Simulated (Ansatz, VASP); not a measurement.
# ZnS in VASP and in Ansatz

INCAR

```
PREC = Accurate ; ENCUT = 520
EDIFF = 1E-6 ; ISMEAR = 0
SIGMA = 0.01 ; LREAL = F
LASPH = T ; NELM = 80
ALGO = Normal ; ISIF = 2
LWAVE = F ; LCHARG = F
GGA = PE ; NBANDS = 16
```

KPOINTS

```
Automatic mesh
0
Gamma
  10 10 10
```

Contents of POSCAR:

```
ZnS
1.0
    0.0000000000      2.7211543038      2.7211543038
    2.7211543038      0.0000000000      2.7211543038
    2.7211543038      2.7211543038      0.0000000000
Zn S
1 1
Direct
    0.0000000000      0.0000000000      0.0000000000
    0.7500000000      0.7500000000      0.7500000000
```

Input for Ansatz:

```yaml
crystal:
  lattice:
    - [0.0, 2.7211543038, 2.7211543038]
    - [2.7211543038, 0.0, 2.7211543038]
    - [2.7211543038, 2.7211543038, 0.0]
  atoms:
    - { symbol: Zn, position: [0.0, 0.0, 0.0] }
    - { symbol: S, position: [0.75, 0.75, 0.75] }
basis:
  ecutwfc: 420
  xc_grid: 2
kpoints:
  mp_grid: { grid: [10, 10, 10] }
  band_path: { path: [VBM, CBM], npoints: 2 }
hamiltonian:
  xc: pbe
scf:
  occupations: { method: gaussian, width: 0.01 }
output:
  forces: true
  stress: true
  eigenvalues: true
```

Alike in both runs: task single point; functional PBE; k mesh 10 × 10 × 10; occupations gaussian, width 0.01 eV; no spin polarisation.

|  | VASP | Ansatz |
| --- | --- | --- |
| version | VASP 6.6.1 | Ansatz 0.2.0 |
| potentials or method | VASP PAW PBE potentials, release 64 (Zn, S), cutoff 520 eV | scalar-relativistic, plane waves, PAW |
| valence electrons in the cell | 18 | 18 |

|  | VASP | Ansatz | Ansatz less VASP |
| --- | --- | --- | --- |
| gap on the k mesh at the Fermi level (eV) | 2.02 | 2.02 | -0.004 |
| least direct gap on the mesh (eV) | 2.02 | 2.02 | -0.004 |
| pressure (GPa) | 0.2 | 0.0 | -0.15 |

The functional is the same, so the differences come from potentials, cutoffs and numerics.
